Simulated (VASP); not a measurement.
# LiH (F-43m) in VASP: single point with r2SCAN

Aim: the single point of LiH with r2SCAN.

Program: VASP 6.6.1. These are calculated values, not measurements. Logs are shortened: lines on timing, memory, paths and dates and some standing lists are left out, and cuts for length are marked.

**1. The cell of the first run**

Symmetry: F-43m, No. 216, cubic system. The conventional cell has a = 4.290 Å, b = 4.290 Å, c = 4.290 Å, α = 90.00°, β = 90.00°, γ = 90.00°. Li (site symmetry -43m) has 4 H at 1.86 Å within 2.5 Å. H (site symmetry -43m) has 4 Li at 1.86 Å within 2.5 Å.

**2. Single point, r2SCAN**

Contents of POSCAR:

```
LiH
1.0
    0.0000000000      2.1451220117      2.1451220117
    2.1451220117      0.0000000000      2.1451220117
    2.1451220117      2.1451220117      0.0000000000
Li H
1 1
Direct
    0.0000000000      0.0000000000      0.0000000000
    0.2500000000      0.2500000000      0.2500000000
```

Contents of INCAR.step1:

```
SYSTEM = LiH
  PREC = Accurate
  ENCUT = 520
  ISMEAR = 0
  SIGMA = 0.01
  LREAL = .False.
  LASPH = .True.
  NELM = 60
  NBANDS = 9
  GGA = PE
  ALGO = Normal
  EDIFF = 1E-4
  LWAVE = .True.
  LCHARG = .False.
```

Contents of INCAR.step2:

```
SYSTEM = LiH
  PREC = Accurate
  ENCUT = 520
  EDIFF = 1E-6
  ISMEAR = 0
  SIGMA = 0.01
  LREAL = .False.
  LASPH = .True.
  NELM = 60
  ALGO = Normal
  ISIF = 2
  LWAVE = .False.
  LCHARG = .False.
  METAGGA = R2SCAN
  LMIXTAU = .True.
  NBANDS = 9
  ISTART = 1
```

Contents of KPOINTS:

```
regular mesh
0
Gamma
  8 8 8
  0 0 0
```

Potentials or basis: VASP PAW PBE potentials, release 64 (Li_sv, H).

On the command line:

```
$ cat potpaw_PBE.64/Li_sv/POTCAR potpaw_PBE.64/H/POTCAR > POTCAR
$ cp INCAR.step1 INCAR
$ mpirun -np 1 vasp_std > vasp.out
$ cp INCAR.step2 INCAR
$ mpirun -np 1 vasp_std > vasp.out
```

OUTCAR:

```text
SYSTEM = LiH
   PREC = Accurate
   ENCUT = 520
   EDIFF = 1E-6
   ISMEAR = 0
   LREAL = .False.
   LASPH = .True.
   NELM = 60
   ISIF = 2
   METAGGA = R2SCAN
   ISTART = 1

 ion  position               nearest neighbor table
   1  0.000  0.000  0.000-
   2  0.250  0.250  0.250-

  LATTYP: Found a face centered cubic cell.
 ALAT       =     4.2902440234

  Lattice vectors:

 A1 = (   0.0000000000,   2.1451220117,   2.1451220117)
 A2 = (   2.1451220117,   0.0000000000,   2.1451220117)
 A3 = (   2.1451220117,   2.1451220117,   0.0000000000)

Analysis of symmetry for initial positions (statically):
=====================================================================
 Subroutine PRICEL returns:
 Original cell was already a primitive cell.

 Routine SETGRP: Setting up the symmetry group for a
 face centered cubic supercell.

 Subroutine GETGRP returns: Found 24 space group operations
 (whereof 24 operations were pure point group operations)
 out of a pool of 48 trial point group operations.

The static configuration has the point symmetry T_d .

Analysis of symmetry for dynamics (positions and initial velocities):
=====================================================================
 Subroutine PRICEL returns:
 Original cell was already a primitive cell.

 Routine SETGRP: Setting up the symmetry group for a
 face centered cubic supercell.

 Subroutine GETGRP returns: Found 24 space group operations
 (whereof 24 operations were pure point group operations)
 out of a pool of 48 trial point group operations.

The dynamic configuration has the point symmetry T_d .

 Subroutine INISYM returns: Found 24 space group operations
 (whereof 24 operations are pure point group operations),
 and found     1 'primitive' translations

----------------------------------------------------------------------------------------

                                     Primitive cell

  volume of cell :      19.7418

  direct lattice vectors                    reciprocal lattice vectors
     0.000000000  2.145122012  2.145122012    -0.233086975  0.233086975  0.233086975
     2.145122012  0.000000000  2.145122012     0.233086975 -0.233086975  0.233086975
     2.145122012  2.145122012  0.000000000     0.233086975  0.233086975 -0.233086975

  length of vectors
     3.033660642  3.033660642  3.033660642     0.403718483  0.403718483  0.403718483

  position of ions in fractional coordinates (direct lattice)
     0.000000000  0.000000000  0.000000000
     0.250000000  0.250000000  0.250000000

  ion indices of the primitive-cell ions
   primitive index   ion index
                 1           1
                 2           2

----------------------------------------------------------------------------------------

 KPOINTS: regular mesh

Automatic generation of k-mesh.
 Grid dimensions read from file:
 generate k-points for:    8    8    8

 Generating k-lattice:

  Cartesian coordinates                     Fractional coordinates (reciprocal lattice)
    -0.029135872  0.029135872  0.029135872     0.125000000  0.000000000  0.000000000
     0.029135872 -0.029135872  0.029135872     0.000000000  0.125000000  0.000000000
     0.029135872  0.029135872 -0.029135872     0.000000000  0.000000000  0.125000000

  Length of vectors
     0.050464810  0.050464810  0.050464810

  Shift w.r.t. Gamma in fractional coordinates (k-lattice)
     0.000000000  0.000000000  0.000000000

 Subroutine IBZKPT returns following result:
 ===========================================

 Found     29 irreducible k-points:

 Following reciprocal coordinates:
            Coordinates               Weight
  0.000000  0.000000  0.000000      1.000000
  0.125000  0.000000  0.000000      8.000000
  0.250000  0.000000  0.000000      8.000000
  0.375000  0.000000  0.000000      8.000000
  0.500000  0.000000  0.000000      4.000000
  0.125000  0.125000  0.000000      6.000000
[... 16 lines left out ...]
  0.500000  0.250000  0.125000     48.000000
 -0.375000  0.250000  0.125000     24.000000
 [... further k-points ...]
   k-points           NKPTS =     29   k-points in BZ     NKDIM =     29   number of bands    NBANDS=      9
   number of dos      NEDOS =    301   number of ions     NIONS =      2
   total plane-waves  NPLWV =  13824
   dimension x,y,z NGX =    24 NGY =   24 NGZ =   24
   dimension x,y,z NGXF=    48 NGYF=   48 NGZF=   48
   ions per type =               1   1
   NGX,Y,Z   is equivalent  to a cutoff of  13.15, 13.15, 13.15 a.u.
   NGXF,Y,Z  is equivalent  to a cutoff of  26.30, 26.30, 26.30 a.u.
 SYSTEM =  LiH
   PREC   = accura    normal or accurate (medium, high low for compatibility)
   ISTART =      1    job   : 0-new  1-cont  2-samecut
   ICHARG =      0    charge: 1-file 2-atom 10-const
   ISPIN  =      1    spin polarized calculation?
   LNONCOLLINEAR =      F non collinear calculations
   LSORBIT =      F    spin-orbit coupling
   LASPH  =      T    aspherical Exc in radial PAW
   ENCUT  =  520.0 eV  38.22 Ry    6.18 a.u.   5.64  5.64  5.64*2*pi/ulx,y,z
   NELM   =     60;   NELMIN=  2; NELMDL=  0     # of ELM steps
   EDIFF  = 0.1E-05   stopping-criterion for ELM
   LREAL  =      F    real-space projection
   EDIFFG = 0.1E-04   stopping-criterion for IOM
   NSW    =      0    number of steps for IOM
   IBRION =     -1    ionic relax: 0-MD 1-quasi-New 2-CG
   NFREE  =      0    steps in history (QN), initial steepest desc. (CG)
   ISIF   =      2    stress and relaxation
   ISYM   =      2    0-nonsym 1-usesym 2-fastsym
   POTIM  = 0.5000    time-step for ionic-motion
   TEBEG  =    0.0;   TEEND  =   0.0 temperature during run
   PSTRESS=    0.0 pullay stress
   NELECT =       4.0000    total number of electrons
   NUPDOWN=      -1.0000    fix difference up-down
   EMIN   =  10.00;   EMAX   =-10.00  energy-range for DOS
   EFERMI =   0.00;   METHOD = LEGACY
   ISMEAR =     0;   SIGMA  =   0.01  broadening in eV -4-tet -1-fermi 0-gaus
   EFERMI_NEDOS =   21; number of points for ismear=-14 and -15
   IALGO  =     38    algorithm
   IMIX   =      4    mixing-type and parameters
     AMIX     =   0.40;   BMIX     =  1.00
     AMIX_MAG =   1.60;   BMIX_MAG =  1.00
  volume/ion in A,a.u.               =       9.87        66.61
  Fermi-wavevector in a.u.,A,eV,Ry     =   0.961537  1.817042 12.579322  0.924554
  Thomas-Fermi vector in A             =   2.090918
   LORBIT       =      0    0 simple, 1 ext, 2 COOP (PROOUT), +10 PAW based schemes
   METAGGA = R2SCAN    functional components
   LHFCALC =     F    Hartree Fock is set to
   AEXX    =    0.0000 exact exchange contribution
   IVDW    =     0    specifies the selected vdW correction
   LEPSILON=     F    determine dielectric tensor
   LRPA    =     F    only Hartree local field effects (RPA)
 non-spin polarized calculation
 Gauss-broadening in eV      SIGMA  =   0.01
  energy-cutoff  :      520.00
  volume of cell :       19.74
 maximum number of plane-waves:       544
   NGX = 11   NGY = 11   NGZ = 11

 number of electron       3.9999993 magnetization

 Free energy of the ion-electron system (eV)
  ---------------------------------------------------
  ext. energy  EPLUGINS =         0.00000000
  ---------------------------------------------------
  free energy    TOTEN  =        -6.71050865 eV

  energy without entropy =       -6.71050865  energy(sigma->0) =       -6.71050865

 E-fermi :  -1.9016     XC(G=0):  -7.9619

 val. band max:       -1.9484433492   @ k =  -0.2500   0.5000   0.2500
 cond. band min:       2.8389380711   @ k =   0.5000   0.0000   0.0000
 fundamental gap:      4.7873814202
 Fermi energy:        -1.9015769042

 k-point     1 :       0.0000    0.0000    0.0000
  band No.  band energies     occupation
      1     -46.6771      2.00000
      2      -5.6315      2.00000
      3      12.1691      0.00000
      4      16.9200      0.00000
      5      16.9200      0.00000
      6      16.9209      0.00000
      7      18.5722      0.00000
      8      18.5722      0.00000
      9      18.5724      0.00000

 k-point     2 :       0.1250    0.0000    0.0000
  band No.  band energies     occupation
      1     -46.6738      2.00000
      2      -5.3830      2.00000
      3      10.5240      0.00000
      4      15.1751      0.00000
      5      15.8634      0.00000
      6      15.8641      0.00000
      7      20.0109      0.00000
      8      20.0112      0.00000
      9      22.6492      0.00000

 k-point     3 :       0.2500    0.0000    0.0000
  band No.  band energies     occupation
      1     -46.6658      2.00000
      2      -4.6641      2.00000
      3       7.0807      0.00000
      4      14.8621      0.00000
      5      14.8629      0.00000
      6      15.1472      0.00000
      7      20.0363      0.00000
      8      20.0363      0.00000
      9      22.1747      0.00000

 k-point     4 :       0.3750    0.0000    0.0000
  band No.  band energies     occupation
      1     -46.6579      2.00000
      2      -3.6389      2.00000
      3       4.1343      0.00000
      4      14.3894      0.00000
      5      14.3902      0.00000
      6      15.3505      0.00000
      7      18.5520      0.00000
      8      18.5522      0.00000
      9      21.9044      0.00000
[... 205 lines left out ...]
 k-point    22 :       0.3750    0.2500    0.1250
  band No.  band energies     occupation
      1     -46.6599      2.00000
      2      -4.0550      2.00000
      3       6.5772      0.00000
      4      10.7438      0.00000
      5      13.2498      0.00000
      6      15.5013      0.00000
      7      18.2841      0.00000
      8      22.2609      0.00000
      9      24.3924      0.00000

 k-point    23 :       0.5000    0.2500    0.1250
  band No.  band energies     occupation
      1     -46.6536      2.00000
      2      -3.0962      2.00000
      3       4.4433      0.00000
      4       9.7226      0.00000
      5      12.0361      0.00000
      6      15.9124      0.00000
      7      18.8837      0.00000
      8      22.3065      0.00000
      9      25.3345      0.00000

 k-point    24 :      -0.3750    0.2500    0.1250
  band No.  band energies     occupation
      1     -46.6509      2.00000
      2      -2.5248      2.00000
      3       3.3700      0.00000
      4       9.5061      0.00000
      5      11.5049      0.00000
      6      15.9643      0.00000
      7      19.3931      0.00000
      8      22.9140      0.00000
      9      25.2605      0.00000

 [... further k-points ...]

------------------------ aborting loop because EDIFF is reached ----------------------------------------

  FORCE on cell =-STRESS in cart. coord.  units (eV):
  Direction    XX          YY          ZZ          XY          YZ          ZX
  --------------------------------------------------------------------------------------
  -------------------------------------------------------------------------------------
  Total       -0.0261126     -0.0261126     -0.0261126     -0.0000000      0.0000000     -0.0000000
  in kB       -2.1192168     -2.1192168     -2.1192168     -0.0000000      0.0000000     -0.0000000
  external PRESSURE =      -2.1192168 kB  Pullay stress =       0.0000000 kB

 VOLUME and BASIS-vectors are now :
 -----------------------------------------------------------------------------
  energy-cutoff  :      520.00
  volume of cell :       19.74
      direct lattice vectors                 reciprocal lattice vectors
     0.000000000  2.145122012  2.145122012    -0.233086975  0.233086975  0.233086975
     2.145122012  0.000000000  2.145122012     0.233086975 -0.233086975  0.233086975
     2.145122012  2.145122012  0.000000000     0.233086975  0.233086975 -0.233086975

 POSITION                                       TOTAL-FORCE (eV/Angst)
 -----------------------------------------------------------------------------------
      0.00000      0.00000      0.00000        -0.000000     -0.000000     -0.000000
      1.07256      1.07256      1.07256         0.000000      0.000000      0.000000
 -----------------------------------------------------------------------------------
    total drift:                                0.000000      0.000000     -0.000000

  FREE ENERGIE OF THE ION-ELECTRON SYSTEM (eV)
  ---------------------------------------------------
  free  energy   TOTEN  =        -6.7105086492 eV

  energy  without entropy=       -6.7105086492  energy(sigma->0) =       -6.71050865
```

It took 40 s on 1 thread of Intel Xeon 8259CL, shared host; peak memory 0.13 GiB.

What came out:

- Free energy: -6.7105 eV
- Band gap on the k mesh: 4.79 eV, indirect (least direct gap 5.85 eV)

Levels at points of the mesh, in eV from the valence-band top:
```csv
k point,band 1,band 2,band 3,band 4,band 5,band 6,band 7
"(0.00, 0.00, 0.00)",-44.73,-3.68,14.12,18.87,18.87,18.87,20.52
"(0.50, 0.00, 0.00)",-44.71,-1.06,4.79,16.23,16.23,17.33,19.88
"(0.50, 0.50, 0.00)",-44.70,-0.33,7.84,10.76,11.54,11.54,19.98
```

Caveat: the cutoff is under 1.25 times the usual one of these potentials, so pressure, stress and relaxed cells hold a basis-set (Pulay) error; the PAW data sets were made with another functional, which shifts forces and pressure a little. A k mesh can miss the band edges.
